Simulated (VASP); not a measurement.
**NbSi: single point with PBE-based screened hybrid with 25 % exact exchange**

NbSi:

```xyz
2
Lattice="3.1564 0.0000 0.0000 0.0000 3.1564 0.0000 0.0000 0.0000 3.1564" Properties=species:S:1:pos:R:3 pbc="T T T"
Nb    0.0000    0.0000    0.0000
Si    1.5782    1.5782    1.5782
```

- Program: VASP 6.6.1
- Task: single point
- Functional: PBE-based screened hybrid with 25 % exact exchange
- Potentials or basis: VASP PAW PBE potentials, release 64 (Nb_sv, Si)
- Cutoff: 520 eV
- k mesh: 4 × 4 × 4
- Occupations: fermi-dirac, width 0.05 eV
- Spin: no spin polarisation

```json
{
 "Pressure": "-2.2 GPa",
 "Band gap on the k mesh": "zero (an odd number of electrons rules out a gap without spin polarisation)"
}
```

Levels at points of the mesh, in eV from the Fermi level:
| k point | band 4 | band 5 | band 6 | band 7 | band 8 | band 9 | band 10 | band 11 | band 12 | band 13 |
| --- | --- | --- | --- | --- | --- | --- | --- | --- | --- | --- |
| (0.00, 0.00, 0.00) | -33.29 | -12.84 | -3.39 | -3.39 | 2.84 | 2.84 | 2.84 | 2.89 | 2.89 | 2.89 |
| (0.50, 0.00, 0.00) | -33.23 | -9.36 | -7.52 | -2.17 | -1.47 | -1.47 | 3.58 | 5.01 | 6.02 | 10.01 |
| (0.50, 0.50, 0.00) | -33.19 | -9.36 | -3.66 | -3.66 | -2.88 | 0.77 | 0.77 | 4.95 | 5.39 | 5.48 |
| (0.50, 0.50, 0.50) | -33.64 | -6.04 | -6.04 | -6.04 | -4.62 | 4.33 | 4.33 | 4.33 | 5.02 | 5.02 |

Run time: 4.7 min on 1 thread of Intel(R) Xeon(R) Platinum 8259CL CPU @ 2.50GHz (Skylake/Cascade Lake), on a shared host, peak memory 0.24 GiB.

Caveat: the k points lie up to 0.50 Å⁻¹ apart, too coarse for converged energies and pressures of a metal; the PAW data sets were made with another functional, which shifts forces and pressure a little.
